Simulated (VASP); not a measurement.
# KZnF3 (P1) in VASP: single point with r2SCAN

Aim: the single point of KZnF3 with r2SCAN.

All numbers are computed with VASP 6.6.1; they aren't measurements. Logs are shortened: lines on timing, memory, paths and dates and some standing lists are left out, and cuts for length are marked.

## Step 1: The cell of the first run

The typed cell holds 5 atoms: a = 4.050 Å, b = 4.050 Å, c = 4.050 Å, α = 90.00°, β = 90.00°, γ = 90.00°.

## Step 2: Single point, r2SCAN

File POSCAR:

```
KZnF3
1.0
    4.0500000000      0.0000000000      0.0000000000
    0.0000000000      4.0500000000      0.0000000000
    0.0000000000      0.0000000000      4.0500000000
Zn K F
1 1 3
Direct
    0.4923310000      0.5043150000      0.5039860000
    0.0047510000      0.0091890000     -0.0018480000
    0.5085310000     -0.0050360000      0.5084090000
   -0.0024460000      0.5039090000      0.5001400000
    0.5013440000      0.5103650000      0.0034290000
```

File INCAR.step1:

```
  ALGO = Normal
  EDIFF = 1E-4
  ENCUT = 520
  GGA = PE
  ISMEAR = 1
  LASPH = T
  LCHARG = F
  LREAL = F
  LWAVE = T
  NBANDS = 29
  NELM = 100
  PREC = Accurate
  SIGMA = 0.1
```

File INCAR.step2:

```
  ALGO = Normal
  EDIFF = 1E-6
  ENCUT = 520
  ISIF = 2
  ISMEAR = 1
  ISTART = 1
  LASPH = T
  LCHARG = F
  LMIXTAU = T
  LREAL = F
  LWAVE = F
  METAGGA = R2SCAN
  NBANDS = 29
  NELM = 100
  PREC = Accurate
  SIGMA = 0.1
```

File KPOINTS:

```
k-points
0
Gamma
  6 6 6
```

Potentials or basis: VASP PAW PBE potentials, release 64 (Zn, K_sv, F).

Run with:

```console
$ cat potpaw_PBE.64/Zn/POTCAR potpaw_PBE.64/K_sv/POTCAR potpaw_PBE.64/F/POTCAR > POTCAR
$ cp INCAR.step1 INCAR
$ mpirun -np 1 vasp_std > vasp.out
$ cp INCAR.step2 INCAR
$ mpirun -np 1 vasp_std > vasp.out
```

OUTCAR:

```text
EDIFF = 1E-6
   ENCUT = 520
   ISIF = 2
   ISMEAR = 1
   ISTART = 1
   LASPH = T
   LREAL = F
   METAGGA = R2SCAN
   NELM = 100
   PREC = Accurate

 ion  position               nearest neighbor table
   1  0.492  0.504  0.504-   3 1.99   4 2.00   5 2.02   5 2.03   4 2.05   3 2.06
   2  0.005  0.009  0.998-   3 2.82   4 2.84   3 2.85   5 2.85   4 2.85   5 2.86
   3  0.509  0.995  0.508-   1 1.99   1 2.06   2 2.82   2 2.85
   4  0.998  0.504  0.500-   1 2.00   1 2.05   2 2.84   2 2.85
   5  0.501  0.510  0.003-   1 2.02   1 2.03   2 2.85   2 2.86

  LATTYP: Found a simple cubic cell.
 ALAT       =     4.0500000000

  Lattice vectors:

 A1 = (   4.0500000000,   0.0000000000,   0.0000000000)
 A2 = (   0.0000000000,   4.0500000000,   0.0000000000)
 A3 = (   0.0000000000,   0.0000000000,   4.0500000000)

Analysis of symmetry for initial positions (statically):
=====================================================================
 Subroutine PRICEL returns:
 Original cell was already a primitive cell.

 Routine SETGRP: Setting up the symmetry group for a
 simple cubic supercell.

 Subroutine GETGRP returns: Found  1 space group operations
 (whereof  1 operations were pure point group operations)
 out of a pool of 48 trial point group operations.

The static configuration has the point symmetry C_1 .

Analysis of symmetry for dynamics (positions and initial velocities):
=====================================================================
 Subroutine PRICEL returns:
 Original cell was already a primitive cell.

 Routine SETGRP: Setting up the symmetry group for a
 simple cubic supercell.

 Subroutine GETGRP returns: Found  1 space group operations
 (whereof  1 operations were pure point group operations)
 out of a pool of 48 trial point group operations.

The dynamic configuration has the point symmetry C_1 .

 Subroutine INISYM returns: Found  1 space group operations
 (whereof  1 operations are pure point group operations),
 and found     1 'primitive' translations

----------------------------------------------------------------------------------------

                                     Primitive cell

  volume of cell :      66.4301

  direct lattice vectors                    reciprocal lattice vectors
     4.050000000  0.000000000  0.000000000     0.246913580  0.000000000  0.000000000
     0.000000000  4.050000000  0.000000000     0.000000000  0.246913580  0.000000000
     0.000000000  0.000000000  4.050000000     0.000000000  0.000000000  0.246913580

  length of vectors
     4.050000000  4.050000000  4.050000000     0.246913580  0.246913580  0.246913580

  position of ions in fractional coordinates (direct lattice)
     0.492331000  0.504315000  0.503986000
     0.004751000  0.009189000  0.998152000
     0.508531000  0.994964000  0.508409000
     0.997554000  0.503909000  0.500140000
     0.501344000  0.510365000  0.003429000

  ion indices of the primitive-cell ions
   primitive index   ion index
                 1           1
                 2           2
                 3           3
                 4           4
                 5           5

----------------------------------------------------------------------------------------

 KPOINTS: k-points

Automatic generation of k-mesh.
 Grid dimensions read from file:
 generate k-points for:    6    6    6

 Generating k-lattice:

  Cartesian coordinates                     Fractional coordinates (reciprocal lattice)
     0.041152263  0.000000000  0.000000000     0.166666667  0.000000000  0.000000000
     0.000000000  0.041152263  0.000000000     0.000000000  0.166666667  0.000000000
     0.000000000  0.000000000  0.041152263     0.000000000  0.000000000  0.166666667

  Length of vectors
     0.041152263  0.041152263  0.041152263

  Shift w.r.t. Gamma in fractional coordinates (k-lattice)
     0.000000000  0.000000000  0.000000000

 Subroutine IBZKPT returns following result:
 ===========================================

 Found    112 irreducible k-points:

 Following reciprocal coordinates:
            Coordinates               Weight
  0.000000  0.000000  0.000000      1.000000
  0.166667  0.000000  0.000000      2.000000
  0.000000  0.166667  0.000000      2.000000
  0.000000  0.000000  0.166667      2.000000
  0.333333  0.000000  0.000000      2.000000
  0.000000  0.333333  0.000000      2.000000
[... 16 lines left out ...]
  0.000000 -0.333333  0.166667      2.000000
 -0.166667  0.000000  0.333333      2.000000
 [... further k-points ...]
   k-points           NKPTS =    112   k-points in BZ     NKDIM =    112   number of bands    NBANDS=     29
   number of dos      NEDOS =    301   number of ions     NIONS =      5
   total plane-waves  NPLWV =  27000
   dimension x,y,z NGX =    30 NGY =   30 NGZ =   30
   dimension x,y,z NGXF=    60 NGYF=   60 NGZF=   60
   ions per type =               1   1   3
   NGX,Y,Z   is equivalent  to a cutoff of  12.31, 12.31, 12.31 a.u.
   NGXF,Y,Z  is equivalent  to a cutoff of  24.63, 24.63, 24.63 a.u.
 SYSTEM =  unknown system
   PREC   = accura    normal or accurate (medium, high low for compatibility)
   ISTART =      1    job   : 0-new  1-cont  2-samecut
   ICHARG =      0    charge: 1-file 2-atom 10-const
   ISPIN  =      1    spin polarized calculation?
   LNONCOLLINEAR =      F non collinear calculations
   LSORBIT =      F    spin-orbit coupling
   LASPH  =      T    aspherical Exc in radial PAW
   ENCUT  =  520.0 eV  38.22 Ry    6.18 a.u.   7.53  7.53  7.53*2*pi/ulx,y,z
   NELM   =    100;   NELMIN=  2; NELMDL=  0     # of ELM steps
   EDIFF  = 0.1E-05   stopping-criterion for ELM
   LREAL  =      F    real-space projection
   EDIFFG = 0.1E-04   stopping-criterion for IOM
   NSW    =      0    number of steps for IOM
   IBRION =     -1    ionic relax: 0-MD 1-quasi-New 2-CG
   NFREE  =      0    steps in history (QN), initial steepest desc. (CG)
   ISIF   =      2    stress and relaxation
   ISYM   =      2    0-nonsym 1-usesym 2-fastsym
   POTIM  = 0.5000    time-step for ionic-motion
   TEBEG  =    0.0;   TEEND  =   0.0 temperature during run
   PSTRESS=    0.0 pullay stress
   NELECT =      42.0000    total number of electrons
   NUPDOWN=      -1.0000    fix difference up-down
   EMIN   =  10.00;   EMAX   =-10.00  energy-range for DOS
   EFERMI =   0.00;   METHOD = LEGACY
   ISMEAR =     1;   SIGMA  =   0.10  broadening in eV -4-tet -1-fermi 0-gaus
   EFERMI_NEDOS =   21; number of points for ismear=-14 and -15
   IALGO  =     38    algorithm
   IMIX   =      4    mixing-type and parameters
     AMIX     =   0.40;   BMIX     =  1.00
     AMIX_MAG =   1.60;   BMIX_MAG =  1.00
  volume/ion in A,a.u.               =      13.29        89.66
  Fermi-wavevector in a.u.,A,eV,Ry     =   1.405086  2.655228 26.861528  1.974267
  Thomas-Fermi vector in A             =   2.527583
   LORBIT       =      0    0 simple, 1 ext, 2 COOP (PROOUT), +10 PAW based schemes
   METAGGA = R2SCAN    functional components
   LHFCALC =     F    Hartree Fock is set to
   AEXX    =    0.0000 exact exchange contribution
   IVDW    =     0    specifies the selected vdW correction
   LEPSILON=     F    determine dielectric tensor
   LRPA    =     F    only Hartree local field effects (RPA)
 non-spin polarized calculation
 Methfessel and Paxton  Order N= 1 SIGMA  =   0.10
  energy-cutoff  :      520.00
  volume of cell :       66.43
 maximum number of plane-waves:      1811
   NGX = 15   NGY = 15   NGZ = 15

 number of electron      41.9999995 magnetization

 Free energy of the ion-electron system (eV)
  ---------------------------------------------------
  ext. energy  EPLUGINS =         0.00000000
  ---------------------------------------------------
  free energy    TOTEN  =       -38.33571963 eV

  energy without entropy =      -38.33617799  energy(sigma->0) =      -38.33587242

 E-fermi :  -1.1596     XC(G=0): -10.4729

 val. band max:       -1.2414713225   @ k =   0.5000   0.5000   0.5000
 cond. band min:       3.3344402529   @ k =   0.0000   0.0000   0.0000
 fundamental gap:      4.5759115753
 Fermi energy:        -1.1595844686

 k-point     1 :       0.0000    0.0000    0.0000
  band No.  band energies     occupation
      1     -29.4189      2.00000
      2     -24.0843      2.00000
      3     -23.4876      2.00000
      4     -23.4826      2.00000
      5     -12.1404      2.00000
      6     -12.1396      2.00000
[... 21 lines left out ...]
     28      10.5550      0.00000
     29      13.9550      0.00000

 k-point     2 :       0.1667    0.0000    0.0000
  band No.  band energies     occupation
      1     -29.4133      2.00000
      2     -24.0531      2.00000
      3     -23.5172      2.00000
      4     -23.4811      2.00000
      5     -12.1399      2.00000
      6     -12.1293      2.00000
[... 21 lines left out ...]
     28      10.6485      0.00000
     29      13.7097      0.00000

 k-point     3 :       0.0000    0.1667    0.0000
  band No.  band energies     occupation
      1     -29.4133      2.00000
      2     -24.0535      2.00000
      3     -23.5135      2.00000
      4     -23.4845      2.00000
      5     -12.1396      2.00000
      6     -12.1292      2.00000
[... 21 lines left out ...]
     28      10.6385      0.00000
     29      13.7113      0.00000

 k-point     4 :       0.0000    0.0000    0.1667
  band No.  band energies     occupation
      1     -29.4133      2.00000
      2     -24.0534      2.00000
      3     -23.5134      2.00000
      4     -23.4846      2.00000
      5     -12.1402      2.00000
      6     -12.1289      2.00000
[... 597 lines left out ...]
     28      10.8325      0.00000
     29      12.7317      0.00000

 k-point    23 :       0.0000   -0.3333    0.1667
  band No.  band energies     occupation
      1     -29.3978      2.00000
      2     -23.9461      2.00000
      3     -23.5847      2.00000
      4     -23.5012      2.00000
      5     -12.1608      2.00000
      6     -12.1165      2.00000
[... 21 lines left out ...]
     28      10.8215      0.00000
     29      12.7455      0.00000

 k-point    24 :      -0.1667    0.0000    0.3333
  band No.  band energies     occupation
      1     -29.3978      2.00000
      2     -23.9454      2.00000
      3     -23.5855      2.00000
      4     -23.5008      2.00000
      5     -12.1611      2.00000
      6     -12.1162      2.00000
[... 21 lines left out ...]
     28      10.8306      0.00000
     29      12.7387      0.00000

 [... further k-points ...]

------------------------ aborting loop because EDIFF is reached ----------------------------------------

  FORCE on cell =-STRESS in cart. coord.  units (eV):
  Direction    XX          YY          ZZ          XY          YZ          ZX
  --------------------------------------------------------------------------------------
  -------------------------------------------------------------------------------------
  Total        0.0786840      0.1144601      0.0585422      0.0147498      0.0057460     -0.0015745
  in kB        1.8977180      2.7605750      1.4119335      0.3557382      0.1385839     -0.0379737
  external PRESSURE =       2.0234088 kB  Pullay stress =       0.0000000 kB

 VOLUME and BASIS-vectors are now :
 -----------------------------------------------------------------------------
  energy-cutoff  :      520.00
  volume of cell :       66.43
      direct lattice vectors                 reciprocal lattice vectors
     4.050000000  0.000000000  0.000000000     0.246913580  0.000000000  0.000000000
     0.000000000  4.050000000  0.000000000     0.000000000  0.246913580  0.000000000
     0.000000000  0.000000000  4.050000000     0.000000000  0.000000000  0.246913580

 POSITION                                       TOTAL-FORCE (eV/Angst)
 -----------------------------------------------------------------------------------
      1.99394      2.04248      2.04114         0.242658     -0.286040     -0.091886
      0.01924      0.03722      4.04252        -0.068541     -0.029489      0.061401
      2.05955      4.02960      2.05906        -0.099961      0.484903     -0.027970
      4.04009      2.04083      2.02557        -0.024852     -0.061995      0.029448
      2.03044      2.06698      0.01389        -0.049305     -0.107378      0.029007
 -----------------------------------------------------------------------------------
    total drift:                                0.041763     -0.065398     -0.075351

  FREE ENERGIE OF THE ION-ELECTRON SYSTEM (eV)
  ---------------------------------------------------
  free  energy   TOTEN  =       -38.3357196350 eV

  energy  without entropy=      -38.3361779920  energy(sigma->0) =      -38.33587242
```

Wall time 6.4 min (1 thread of AMD EPYC 9R45 (Zen 5), shared host); peak memory 0.29 GiB.

What came out:

* Free energy: -38.3357 eV
* Pressure: 0.2 GPa
* Largest force: 0.496 eV/Å
* Band gap on the k mesh: 4.58 eV (least direct gap 6.54 eV)

Forces on the atoms (eV/Å):
```
Zn   0.243 -0.286 -0.092
K   -0.069 -0.029  0.061
F   -0.100  0.485 -0.028
F   -0.025 -0.062  0.029
F   -0.049 -0.107  0.029
```

Stress tensor (GPa, compression positive):
```
0.19 0.04 0.00
0.04 0.28 0.01
0.00 0.01 0.14
```

Levels at points of the mesh, in eV from the valence-band top:
```csv
k point,band 18,band 19,band 20,band 21,band 22,band 23,band 24,band 25
"(0.00, 0.00, 0.00)",-2.19,-1.97,-1.97,-1.96,4.58,9.30,9.30,10.27
"(0.50, 0.00, 0.00)",-2.15,-1.79,-1.79,-1.49,7.34,9.02,10.27,11.85
"(0.00, 0.50, 0.00)",-2.14,-1.79,-1.78,-1.51,7.34,9.02,10.27,11.88
"(0.00, 0.00, 0.50)",-2.13,-1.79,-1.79,-1.50,7.34,9.02,10.27,11.86
"(0.50, 0.50, 0.00)",-1.87,-1.87,-1.64,0.00,8.81,10.74,11.00,11.09
"(0.00, 0.50, 0.50)",-1.87,-1.87,-1.64,0.00,8.80,10.75,10.98,11.07
"(0.50, 0.00, 0.50)",-1.87,-1.87,-1.64,0.00,8.81,10.79,10.99,11.02
"(0.50, 0.50, 0.50)",-1.63,-1.62,0.00,0.00,9.16,9.20,9.20,11.20
```

Caveat: the PAW data sets were made with another functional, which shifts forces and pressure a little.
